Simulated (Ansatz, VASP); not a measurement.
**N in VASP and in Ansatz**

Contents of INCAR:

```
SYSTEM = N
ALGO = Normal
EDIFF = 1E-6
ENCUT = 520
GGA = PS
ISIF = 2
ISMEAR = -1
LASPH = .TRUE.
LCHARG = .TRUE.
LELF = .TRUE.
LREAL = .FALSE.
LVHAR = .TRUE.
LWAVE = .FALSE.
NBANDS = 30
NELM = 100
PREC = Accurate
SIGMA = 0.05
```

The input KPOINTS:

```
k-points
0
G
  5 5 5
  0 0 0
```

POSCAR

```
N
1.0
    5.5605176600      0.0000000000      0.0000000000
    0.0000000000      5.5605176600      0.0000000000
    0.0000000000      0.0000000000      5.5605176600
N
8
Direct
    0.0573973300      0.4426026700      0.5573973300
    0.4426026700      0.5573973300      0.0573973300
    0.5573973300      0.0573973300      0.4426026700
    0.9426026700      0.9426026700      0.9426026700
    0.9426026700      0.5573973300      0.4426026700
    0.5573973300      0.4426026700      0.9426026700
    0.4426026700      0.9426026700      0.5573973300
    0.0573973300      0.0573973300      0.0573973300
```

The input input.yaml:

```yaml
crystal:
  lattice:
    - [5.56051766, 0.0, 0.0]
    - [0.0, 5.56051766, 0.0]
    - [0.0, 0.0, 5.56051766]
  atoms:
    - { symbol: "N", position: [0.05739733, 0.44260267, 0.55739733] }
    - { symbol: "N", position: [0.44260267, 0.55739733, 0.05739733] }
    - { symbol: "N", position: [0.55739733, 0.05739733, 0.44260267] }
    - { symbol: "N", position: [0.94260267, 0.94260267, 0.94260267] }
    - { symbol: "N", position: [0.94260267, 0.55739733, 0.44260267] }
    - { symbol: "N", position: [0.55739733, 0.44260267, 0.94260267] }
    - { symbol: "N", position: [0.44260267, 0.94260267, 0.55739733] }
    - { symbol: "N", position: [0.05739733, 0.05739733, 0.05739733] }
kpoints:
  mp_grid: { grid: [5, 5, 5] }
  band_path:
    path:
      - [0.0, 0.0, 0.0]
      - [0.0, 0.5, 0.0]
      - [0.5, 0.5, 0.0]
      - [0.0, 0.0, 0.0]
      - [0.5, 0.5, 0.5]
      - [0.0, 0.5, 0.0]
    npoints: 6
scf:
  occupations: { method: fermi_dirac, width: 0.05 }
hamiltonian:
  xc: pbesol
  pseudopotentials: { kind: all_electron, lapw: { basis_error: 0.002 } }
output:
  forces: true
  stress: true
  eigenvalues: true
```

Alike in both runs: functional PBEsol; k mesh 5 × 5 × 5; occupations fermi-dirac, width 0.05 eV; no spin polarisation.

|  | VASP | Ansatz |
| --- | --- | --- |
| version | VASP 6.6.1 | Ansatz 0.2.0 |
| potentials or method | VASP PAW PBE potentials, release 64 (N), cutoff 520 eV | all-electron LAPW, scalar-relativistic |
| task | single point | band structure |

Ansatz gave:

- gap on the k mesh at the Fermi level (eV): 7.25
- least direct gap on the mesh (eV): 7.27
- pressure (GPa): -0.7
- rms of the force components (eV/Å): 0.488

**Question.** Estimate VASP's values.

**Answer.** gap on the k mesh at the Fermi level (eV): 7.20; least direct gap on the mesh (eV): 7.22; pressure (GPa): 1.4; rms of the force components (eV/Å): 0.494.

VASP's potentials were made for PBE, not for PBEsol. Atom by atom the forces differ by 0.982 eV/Å (rms over components). One of these differences is far larger than is usual between the two programs; its cause wasn't traced. Ansatz ran all-electron here, and VASP with PAW potentials.

Noted on VASP's run: the standard files for N, O and F lose accuracy on very short bonds.
